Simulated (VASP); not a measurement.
Input of a VASP 6.6.1 run:

INCAR

```
SYSTEM = Ca
PREC     = Accurate       ! precision mode
ENCUT    = 520            ! plane-wave cutoff, eV
EDIFF    = 1E-8           ! SCF threshold, eV
ISMEAR   = -1             ! smearing method
SIGMA    = 0.05           ! smearing width, eV
LREAL    = .FALSE.        ! projectors in reciprocal space
LASPH    = .TRUE.         ! aspherical terms in the spheres
NELM     = 60             ! most SCF steps
ALGO     = Normal         ! electronic algorithm
ISIF     = 2              ! what is computed and relaxed
LWAVE    = .FALSE.        ! write WAVECAR
LCHARG   = .FALSE.        ! write CHGCAR
GGA      = PS             ! functional
LEFG     = .TRUE.       
NBANDS   = 11             ! bands
```

The input KPOINTS:

```
Automatic mesh
0
G
  11 11 11
  0 0 0
```

File POSCAR:

```
Ca
1.0
    0.0000000000      2.7942000000      2.7383160000
    2.7942000000      0.0000000000      2.7383160000
    2.7942000000      2.7942000000      0.0000000000
Ca
1
Direct
    0.0000000000      0.0000000000      0.0000000000
```

Potentials or basis: VASP PAW PBE potentials, release 64 (Ca_sv).

The run is started by

```bash
$ cat potpaw_PBE.64/Ca_sv/POTCAR > POTCAR
$ mpirun -np 1 vasp_std > vasp.out
```

Task: What does it give for the band gap on the k mesh?

Result: Zero (band 5 reaches 2.00 eV, above the bottom of band 6 at 1.71 eV).

Task: Estimate the pressure.

Result: -0.9 GPa.

Stress tensor (GPa, compression positive):
```
-0.91  0.00  0.00
 0.00 -0.91  0.00
 0.00  0.00 -0.77
```

Caveat: the cell differs from its parent crystal (zz strain of -2 %); without QUAD_EFG the Cq values of the log hold for a quadrupole moment of 1 mb, not for the nuclei; the PAW data sets were made with another functional, which shifts forces and pressure a little.
